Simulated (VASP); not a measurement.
Runs of VASP 6.6.1 on Ba2NF. The structure is that of space group R-3m (No. 166), or close to it. The cells are those of the table. 

```tsv
cell	gap on the mesh (eV)	pressure (GPa)	largest force (eV/Å)
a = 7.519 Å, angles 28.5°, 4 atoms	0.67	0.7	0.57
a = 6.502 Å, angles 33.1°, 4 atoms	(c)	(b)	1.52
a = 6.755 Å, angles 31.8°, 4 atoms	0.49	13.8	1.00
a = 6.533 Å, angles 34.4°, 4 atoms	0.45	9.1	1.08
a = 7.263 Å, angles 29.5°, 4 atoms	0.76	4.2	0.08
a = 7.009 Å, angles 30.6°, 4 atoms	0.71	(a)	0.45
a = 6.565 Å, angles 35.7°, 4 atoms	0.63	1.6	0.72
```

Alike in all rows: task single point; level LDA; potentials or basis VASP PAW LDA potentials, release 64 (Ba_sv, N, F); no spin polarisation; k mesh 9 × 9 × 9; cutoff (eV) 520; smearing gaussian 0.05 eV.

Question: Estimate the missing entries.

Answer: (a) 8.6; (b) 20.0; (c) 0.23.

Caveats: spin-orbit coupling is left out, which moves the levels of the heavy elements; an odd mesh through Γ misses points on the zone boundary, where band edges can lie; the cell stands under pressure (at least some runs); forces of over 1 eV/Å act on the atoms, so gaps and moduli don't describe the material at rest (at least some runs).

A k mesh can miss the band edges, and the runs leave out spin-orbit coupling on Ba.
